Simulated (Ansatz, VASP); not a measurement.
## One calculation of Au, two programs

```
Au
1.0
    -1.60755    1.60755    1.60755
     1.60755   -1.60755    1.60755
     1.60755    1.60755   -1.60755
Au
1
Direct
  0.00000 0.00000 0.00000
```

Change from the starting cell: strain -0.030 along x and y, -0.030 along z, atoms carried along.

Alike in both runs: task single point; functional LDA; k mesh 20 × 20 × 20; occupations gaussian, width 0.15 eV; no spin polarisation.

```csv
,VASP,Ansatz
version,VASP 6.6.1,Ansatz 0.2.0
potentials or method,"VASP PAW LDA potentials, release 64 (Au), cutoff 500 eV","scalar-relativistic, plane waves, PAW"
valence electrons in the cell,11,19
```

```csv
,VASP,Ansatz,Ansatz less VASP
gap on the k mesh at the Fermi level (eV),none,none,-
pressure (GPa),0.4,-0.1,-0.51
```

LDA's correlation is that of Perdew and Zunger in VASP and of Perdew and Wang (1992) in Ansatz. A gap of «none» marks a metal or a gap that the smearing closes. VASP's potentials hold 11 valence electrons a cell and Ansatz's 19, so a difference there can come from the potentials and not from the codes.

Spin-orbit coupling is off throughout.
